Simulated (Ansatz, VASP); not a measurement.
# AlCu3: VASP beside Ansatz

Contents of INCAR:

```
  PREC = Accurate
  ENCUT = 520
  EDIFF = 1E-7
  ISMEAR = 0
  SIGMA = 0.15
  LREAL = False
  LASPH = True
  NELM = 100
  ALGO = Fast
  ISIF = 2
  LWAVE = False
  LCHARG = False
  GGA = CA
  NBANDS = 26
```

The input KPOINTS:

```
Automatic mesh
0
Gamma
  12 12 12
```

Contents of POSCAR:

```
AlCu3
1.0
    3.5890258340      0.0000000000      0.0000000000
    0.0000000000      3.5890258340      0.0000000000
    0.0000000000      0.0000000000      3.5890258340
Al Cu
1 3
Direct
    0.0000000000      0.0000000000      0.0000000000
    0.5000000000      0.4732517947      0.0000000000
    0.5000000000      0.0000000000      0.5000000000
    0.0000000000      0.5267482053      0.5000000000
```

Input for Ansatz:

```yaml
crystal:
  lattice:
    - [3.589025834, 0.0, 0.0]
    - [0.0, 3.589025834, 0.0]
    - [0.0, 0.0, 3.589025834]
  atoms:
    - { symbol: Al, position: [0.0, 0.0, 0.0] }
    - { symbol: Cu, position: [0.5, 0.4732517947, 0.0] }
    - { symbol: Cu, position: [0.5, 0.0, 0.5] }
    - { symbol: Cu, position: [0.0, 0.5267482053, 0.5] }
basis:
  ecutwfc: 520.0
kpoints:
  mp_grid: { grid: [12, 12, 12] }
hamiltonian:
  xc: lda
  pseudopotentials: { kind: paw, azcp: { folder: soft_1 } }
scf:
  occupations: { method: gaussian, width: 0.15 }
output:
  forces: true
  stress: true
  eigenvalues: true
```

Change from the starting cell: mode 5 frozen in at -0.096 Å, equal normal strain along x, y and z +0.0000.

Alike in both runs: task single point; functional LDA; k mesh 12 × 12 × 12; occupations gaussian, width 0.15 eV; no spin polarisation.

|  | VASP | Ansatz |
| --- | --- | --- |
| version | VASP 6.6.1 | Ansatz 0.2.0 |
| potentials or method | VASP PAW LDA potentials, release 64 (Al, Cu), cutoff 520 eV | scalar-relativistic, plane waves, PAW |
| valence electrons in the cell | 36 | 60 |

|  | VASP | Ansatz | Ansatz less VASP |
| --- | --- | --- | --- |
| gap on the k mesh at the Fermi level (eV) | none | none | - |
| pressure (GPa) | 1.5 | 0.8 | -0.70 |
| traceless stress, the component that is largest in VASP (GPa) | 0.10 | 0.11 | +0.010 |
| rms of the force components (eV/Å) | 0.266 | 0.263 | -0.0031 |

Ansatz warns that its potentials were made for another functional, while VASP's fit it. LDA's correlation is that of Perdew and Zunger in VASP and of Perdew and Wang (1992) in Ansatz. Atom by atom the forces differ by 0.003 eV/Å (rms over components). A gap of «none» marks a metal or a gap that the smearing closes. VASP's potentials hold 36 valence electrons a cell and Ansatz's 60, so a difference there can come from the potentials and not from the codes.
